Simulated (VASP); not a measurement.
# HfN (Fm-3m) in VASP: further runs, part 2 of 2

VASP 6.6.1. Earlier steps stand in the parts before.

**3. Single point, r2SCAN**

The input, POSCAR:

```
HfN
1.0
    0.0000000000      2.2560000000      2.2560000000
    2.2560000000      0.0000000000      2.2560000000
    2.2560000000      2.2560000000      0.0000000000
Hf N
1 1
Direct
    0.0000000000      0.0000000000      0.0000000000
    0.5000000000      0.5000000000      0.5000000000
```

The input, INCAR.step1:

```
PREC = Accurate ; ENCUT = 660
ISMEAR = 1 ; SIGMA = 0.1
LREAL = False ; LASPH = True
NELM = 120 ; NBANDS = 14
GGA = PE ; ALGO = Normal
EDIFF = 1E-5 ; LWAVE = True
LCHARG = False ; GGA_COMPAT = False
```

The input, INCAR.step2:

```
PREC = Accurate ; ENCUT = 660
EDIFF = 1E-6 ; ISMEAR = 1
SIGMA = 0.1 ; LREAL = False
LASPH = True ; NELM = 120
ALGO = Normal ; ISIF = 2
LWAVE = False ; LCHARG = False
METAGGA = R2SCAN ; LMIXTAU = True
NBANDS = 14 ; ISTART = 1
GGA_COMPAT = False
```

The input, KPOINTS:

```
Automatic mesh
0
Gamma
  4 4 4
```

Potentials or basis: VASP PAW PBE potentials, release 64 (Hf_pv, N).

The run is started by

```bash
$ cat potpaw_PBE.64/Hf_pv/POTCAR potpaw_PBE.64/N/POTCAR > POTCAR
$ cp INCAR.step1 INCAR
$ mpirun -np 1 vasp_std > vasp.out
$ cp INCAR.step2 INCAR
$ mpirun -np 1 vasp_std > vasp.out
```

Wall time 28 s (1 thread of AMD EPYC 9R45 (Zen 5), shared host); peak memory 0.13 GiB.

The run converged. Its results:

* Free energy: -58.2315 eV
* Pressure: 0.1 GPa

Levels at points of the mesh, in eV from the Fermi level:
```tsv
k point	band 3	band 4	band 5	band 6	band 7	band 8	band 9	band 10	band 11	band 12
(0.00, 0.00, 0.00)	-31.93	-18.11	-2.81	-2.81	-2.81	0.29	0.29	0.29	2.63	2.63
(0.50, 0.00, 0.00)	-32.01	-15.40	-8.75	-6.05	-6.05	4.01	4.41	4.41	5.20	9.73
(0.50, 0.50, 0.00)	-32.24	-17.05	-5.32	-3.51	-3.51	-3.32	4.75	6.20	6.20	6.47
```

Caveat: the k points lie up to 0.60 Å⁻¹ apart; the PAW data sets were made with another functional, which shifts forces and pressure a little; spin-orbit coupling is left out, which moves the levels of the heavy elements.

**4. Single point, r2SCAN**

POSCAR is that of step 3.

The input, INCAR.step1:

```
PREC = Accurate
ENCUT = 660
ISMEAR = 1
SIGMA = 0.1
LREAL = False
LASPH = True
NELM = 120
NBANDS = 14
GGA = PE
ALGO = Normal
EDIFF = 1E-5
LWAVE = True
LCHARG = False
GGA_COMPAT = False
```

The input, INCAR.step2:

```
PREC = Accurate
ENCUT = 660
EDIFF = 1E-6
ISMEAR = 1
SIGMA = 0.1
LREAL = False
LASPH = True
NELM = 120
ALGO = Normal
ISIF = 2
LWAVE = False
LCHARG = False
METAGGA = R2SCAN
LMIXTAU = True
NBANDS = 14
ISTART = 1
GGA_COMPAT = False
```

The input, KPOINTS:

```
Automatic mesh
0
Gamma
  5 5 5
```

The run is started by

```bash
$ cat potpaw_PBE.64/Hf_pv/POTCAR potpaw_PBE.64/N/POTCAR > POTCAR
$ cp INCAR.step1 INCAR
$ mpirun -np 1 vasp_std > vasp.out
$ cp INCAR.step2 INCAR
$ mpirun -np 1 vasp_std > vasp.out
```

Wall time 34 s (1 thread of AMD EPYC 9R45 (Zen 5), shared host); peak memory 0.13 GiB.

It converged, with:

```
Free energy : -58.2487 eV
Pressure    : -0.2 GPa
```

Levels at points of the mesh, in eV from the Fermi level:
```
           k point  band 5  band 6  band 7  band 8  band 9  band 10
(0.00, 0.00, 0.00)   -3.49   -3.49   -3.49   -0.40   -0.40    -0.40
```

Caveat: the k points lie up to 0.48 Å⁻¹ apart; the PAW data sets were made with another functional, which shifts forces and pressure a little; spin-orbit coupling is left out, which moves the levels of the heavy elements.

**5. Single point, r2SCAN**

POSCAR is that of step 4.

The input, INCAR.step1:

```
SYSTEM = HfN
PREC = Accurate
ENCUT = 660
ISMEAR = 1
SIGMA = 0.1
LREAL = .FALSE.
LASPH = .TRUE.
NELM = 120
NBANDS = 14
GGA = PE
ALGO = Normal
EDIFF = 1E-5
LWAVE = .TRUE.
LCHARG = .FALSE.
GGA_COMPAT = .FALSE.
```

The input, INCAR.step2:

```
SYSTEM = HfN
PREC = Accurate
ENCUT = 660
EDIFF = 1E-6
ISMEAR = 1
SIGMA = 0.1
LREAL = .FALSE.
LASPH = .TRUE.
NELM = 120
ALGO = Normal
ISIF = 2
LWAVE = .FALSE.
LCHARG = .TRUE.
METAGGA = R2SCAN
LMIXTAU = .TRUE.
LELF = .TRUE.
LVHAR = .TRUE.
NBANDS = 14
ISTART = 1
GGA_COMPAT = .FALSE.
```

The input, KPOINTS:

```
Automatic mesh
0
G
  6 6 6
  0 0 0
```

The run is started by

```bash
$ cat potpaw_PBE.64/Hf_pv/POTCAR potpaw_PBE.64/N/POTCAR > POTCAR
$ cp INCAR.step1 INCAR
$ mpirun -np 1 vasp_std > vasp.out
$ cp INCAR.step2 INCAR
$ mpirun -np 1 vasp_std > vasp.out
```

It took 44 s on 1 thread of AMD EPYC 9R45 (Zen 5), shared host; peak memory 0.14 GiB.

The run converged. Its results:

| Quantity | Value |
| --- | --- |
| Free energy | -58.2776 eV |
| Pressure | -0.3 GPa |

Levels at points of the mesh, in eV from the Fermi level:
```csv
k point,band 4,band 5,band 6,band 7,band 8,band 9,band 10,band 11,band 12,band 13
"(0.00, 0.00, 0.00)",-18.87,-3.58,-3.58,-3.58,-0.50,-0.50,-0.50,1.86,1.86,1.95
"(0.50, 0.00, 0.00)",-16.17,-9.52,-6.82,-6.82,3.25,3.64,3.64,4.47,8.97,8.97
"(0.50, 0.50, 0.00)",-17.82,-6.09,-4.28,-4.28,-4.07,4.00,5.42,5.42,5.70,8.39
```

Caveat: the k points lie up to 0.40 Å⁻¹ apart; the PAW data sets were made with another functional, which shifts forces and pressure a little; spin-orbit coupling is left out, which moves the levels of the heavy elements.

**6. Single point, r2SCAN**

POSCAR is that of step 5.

The input, INCAR.step1:

```
PREC = Accurate ; ENCUT = 660
ISMEAR = 1 ; SIGMA = 0.1
LREAL = False ; LASPH = True
NELM = 120 ; NBANDS = 14
GGA = PE ; ALGO = Normal
EDIFF = 1E-5 ; LWAVE = True
LCHARG = False ; GGA_COMPAT = False
```

The input, INCAR.step2:

```
PREC = Accurate ; ENCUT = 660
EDIFF = 1E-6 ; ISMEAR = 1
SIGMA = 0.1 ; LREAL = False
LASPH = True ; NELM = 120
ALGO = Normal ; ISIF = 2
LWAVE = False ; LCHARG = True
METAGGA = R2SCAN ; LMIXTAU = True
LELF = True ; LVHAR = True
NBANDS = 14 ; ISTART = 1
GGA_COMPAT = False
```

The input, KPOINTS:

```
regular mesh
0
Gamma
  7 7 7
```

Potentials or basis: VASP PAW PBE potentials, release 64 (Hf_pv, N).

The run is started by

```bash
$ cat potpaw_PBE.64/Hf_pv/POTCAR potpaw_PBE.64/N/POTCAR > POTCAR
$ cp INCAR.step1 INCAR
$ mpirun -np 1 vasp_std > vasp.out
$ cp INCAR.step2 INCAR
$ mpirun -np 1 vasp_std > vasp.out
```

OUTCAR:

```text
PREC = Accurate
   ENCUT = 660
   EDIFF = 1E-6
   ISMEAR = 1
   LREAL = False
   LASPH = True
   NELM = 120
   ISIF = 2
   METAGGA = R2SCAN
   ISTART = 1

 ion  position               nearest neighbor table
   1  0.000  0.000  0.000-   2 2.26   2 2.26   2 2.26   2 2.26   2 2.26   2 2.26
   2  0.500  0.500  0.500-   1 2.26   1 2.26   1 2.26   1 2.26   1 2.26   1 2.26

  LATTYP: Found a face centered cubic cell.
 ALAT       =     4.5120000000

  Lattice vectors:

 A1 = (   0.0000000000,   2.2560000000,   2.2560000000)
 A2 = (   2.2560000000,   0.0000000000,   2.2560000000)
 A3 = (   2.2560000000,   2.2560000000,   0.0000000000)

Analysis of symmetry for initial positions (statically):
=====================================================================
 Subroutine PRICEL returns:
 Original cell was already a primitive cell.

 Routine SETGRP: Setting up the symmetry group for a
 face centered cubic supercell.

 Subroutine GETGRP returns: Found 48 space group operations
 (whereof 48 operations were pure point group operations)
 out of a pool of 48 trial point group operations.

The static configuration has the point symmetry O_h .

Analysis of symmetry for dynamics (positions and initial velocities):
[... 170 lines left out ...]
      8       8.2278      2.00000
      9       8.2278      2.00000
     10       8.2278      2.00000
     11      10.5930     -0.00000
     12      10.5930     -0.00000
     13      10.6693     -0.00000
     14      18.6456      0.00000
[... 309 lines left out ...]
      1     -24.5317      2.00000
      2     -24.5132      2.00000
      3     -24.2199      2.00000
      4      -8.4338      2.00000
      5       1.6037      2.00000
      6       2.5673      2.00000
      7       2.7391      2.00000
      8       9.0079     -0.05711
      9      10.6686     -0.00000
     10      13.8303      0.00000
     11      14.4261      0.00000
     12      15.3675      0.00000
     13      19.5108      0.00000
     14      19.5961      0.00000

------------------------ aborting loop because EDIFF is reached ----------------------------------------

  FORCE on cell =-STRESS in cart. coord.  units (eV):
  Direction    XX          YY          ZZ          XY          YZ          ZX
  --------------------------------------------------------------------------------------
  -------------------------------------------------------------------------------------
  Total        0.0199869      0.0199869      0.0199869      0.0000000     -0.0000000     -0.0000000
  in kB        1.3944683      1.3944683      1.3944683      0.0000000     -0.0000000     -0.0000000
  external PRESSURE =       1.3944683 kB  Pullay stress =       0.0000000 kB

 VOLUME and BASIS-vectors are now :
 -----------------------------------------------------------------------------
  energy-cutoff  :      660.00
  volume of cell :       22.96
      direct lattice vectors                 reciprocal lattice vectors
     0.000000000  2.256000000  2.256000000    -0.221631206  0.221631206  0.221631206
     2.256000000  0.000000000  2.256000000     0.221631206 -0.221631206  0.221631206
     2.256000000  2.256000000  0.000000000     0.221631206  0.221631206 -0.221631206

 POSITION                                       TOTAL-FORCE (eV/Angst)
 -----------------------------------------------------------------------------------
      0.00000      0.00000      0.00000         0.000000     -0.000000     -0.000000
      2.25600      2.25600      2.25600        -0.000000      0.000000      0.000000
 -----------------------------------------------------------------------------------
    total drift:                                0.000000      0.000000      0.000000

  FREE ENERGIE OF THE ION-ELECTRON SYSTEM (eV)
  ---------------------------------------------------
  free  energy   TOTEN  =       -58.2137567443 eV

  energy  without entropy=      -58.2125987514  energy(sigma->0) =      -58.21337075
```

Run time: 55 s. Hardware: 1 thread of AMD EPYC 9R45 (Zen 5), shared host; peak memory 0.14 GiB.

What came out:

| Quantity | Value |
| --- | --- |
| Free energy | -58.2138 eV |
| Pressure | 0.1 GPa |

Caveat: the PAW data sets were made with another functional, which shifts forces and pressure a little; spin-orbit coupling is left out, which moves the levels of the heavy elements.

**7. The runs side by side**

| k mesh | gap on the mesh (eV) | pressure (GPa) |
| --- | --- | --- |
| 3 × 3 × 3 | none | 2.1 |
| 4 × 4 × 4 | none | 0.1 |
| 5 × 5 × 5 | none | -0.2 |
| 6 × 6 × 6 | none | -0.3 |
| 7 × 7 × 7 | none | 0.1 |

Alike in all rows: task single point; level r2SCAN; potentials or basis VASP PAW PBE potentials, release 64 (Hf_pv, N); no spin polarisation; cell as given; cutoff (eV) 660; smearing methfessel-paxton 0.1 eV.

Caveats: some runs use coarse meshes; the PAW data sets were made with another functional, which shifts forces and pressure a little; spin-orbit coupling is left out, which moves the levels of the heavy elements.

Absolute energies hang on the potentials; compare differences alone.
